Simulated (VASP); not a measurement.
Here is a VASP 6.6.1 calculation.

The input INCAR:

```
ALGO = Normal ; EDIFF = 1E-7
ENCUT = 520 ; GGA = PE
ISIF = 2 ; ISMEAR = -1
LASPH = True ; LCHARG = False
LREAL = False ; LWAVE = False
NBANDS = 42 ; NELM = 80
PREC = Accurate ; SIGMA = 0.02
```

The input KPOINTS:

```
k-points
0
Gamma
  4 4 4
```

The input POSCAR:

```
La3ScAs4
1.0
    5.9356810847      0.0000000000      0.0000000000
    0.0000000000      5.9356810847      0.0000000000
    0.0000000000      0.0000000000      5.9356810847
Sc As La
1 4 3
Direct
    0.0000000000      0.0000000000      0.0000000000
    0.5000000000      0.5000000000      0.5000000000
    0.0000000000      0.0000000000      0.5000000000
    0.0000000000      0.5000000000      0.0000000000
    0.5000000000      0.0000000000      0.0000000000
    0.5000000000      0.5000000000      0.0000000000
    0.5000000000      0.0000000000      0.5000000000
    0.0000000000      0.5000000000      0.5000000000
```

Potentials or basis: VASP PAW PBE potentials, release 64 (Sc_sv, As, La).

Command:

```bash
$ cat potpaw_PBE.64/Sc_sv/POTCAR potpaw_PBE.64/As/POTCAR potpaw_PBE.64/La/POTCAR > POTCAR
$ mpirun -np 1 vasp_std > vasp.out
```

(1) Estimate the band gap on the k mesh.

(2) What does it give for the pressure?

Answers

(1) zero (bands 32 and 33 overlap by 0.07 eV).

(2) 4.4 GPa.

Caveat: the cell stands under pressure; semilocal functionals underestimate gaps, and a narrow one can read as zero; spin-orbit coupling is left out, which moves the levels of the heavy elements.
